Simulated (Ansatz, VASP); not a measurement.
## HfZr6: VASP beside Ansatz

```
Zr Hf
1.0
     6.51820    0.00000    0.00000
     0.00000    6.51820    0.00000
     0.00000    0.00000    6.51820
Zr Hf
6 1
Cartesian
  5.2743 3.2591 3.2591
  1.2439 3.2591 3.2591
  3.2591 3.2591 5.2743
  3.2591 3.2591 1.2439
  3.2591 1.2439 3.2591
  3.2591 5.2743 3.2591
  0.0000 0.0000 0.0000
```

Change from the starting cell: species swapped into the YB6 type (Pm-3m, No. 221).

Alike in both runs: task single point; functional PBE; k mesh 4 × 4 × 4; occupations gaussian, width 0.1 eV; collinear spin.

|  | VASP | Ansatz |
| --- | --- | --- |
| version | VASP 6.6.1 | Ansatz 0.2.0 |
| potentials or method | VASP PAW PBE potentials, release 64 (Zr_sv, Hf_pv), cutoff 500 eV | scalar-relativistic, plane waves, PAW |
| valence electrons in the cell | 82 | 98 |

```csv
,VASP,Ansatz,Ansatz less VASP
gap on the k mesh at the Fermi level (eV),none,none,-
pressure (GPa),0.2,0.1,-0.08
rms of the force components (eV/Å),0.075,0.053,-0.0220
net moment per atom (μB),0.56,0.56,+0.002
size of the moment on the site where the two differ most (μB),0.89,1.35,+0.452
```

Site moments also hang on the region over which each program counts them. Atom by atom the forces differ by 0.022 eV/Å (rms over components). A gap of «none» marks a metal or a gap that the smearing closes. VASP's potentials hold 82 valence electrons a cell and Ansatz's 98, so a difference there can come from the potentials and not from the codes.

Neither program's run includes spin-orbit coupling.
